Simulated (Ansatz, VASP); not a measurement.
Ca2Ge3N: VASP beside Ansatz

```
Ca Ge N
1.0
     5.05153    0.00000    0.00000
    -2.52577    4.37476    0.00000
     0.00000    0.00000    5.82397
Ca Ge N
2 3 1
Direct
  0.33333 0.66667 0.00000
  0.66667 0.33333 0.00000
  0.50000 0.00000 0.50000
  0.50000 0.50000 0.50000
  0.00000 0.50000 0.50000
  0.00000 0.00000 0.00000
```

Change from the starting cell: species swapped into the HfCo3B2 type (P6/mmm, No. 191).

Alike in both runs: functional PBE; k mesh 6 × 6 × 4; occupations gaussian, width 0.1 eV; no spin polarisation.

Ansatz relaxed the structure, and its values are those at the end. VASP's run is a single point on that final structure, the one shown.

|  | VASP | Ansatz |
| --- | --- | --- |
| version | VASP 6.6.1 | Ansatz 0.2.0 |
| potentials or method | VASP PAW PBE potentials, release 64 (Ca_sv, Ge_d, N), cutoff 520 eV | scalar-relativistic, plane waves, PAW |
| valence electrons in the cell | 67 | 67 |

VASP gave:

| Quantity | Value |
| --- | --- |
| gap on the k mesh at the Fermi level (eV) | none |
| pressure (GPa) | 0.0 |

Question: What did Ansatz give for the same quantities?

Answer: gap on the k mesh at the Fermi level (eV): none; pressure (GPa): -0.1.

A gap of «none» marks a metal or a gap that the smearing closes.
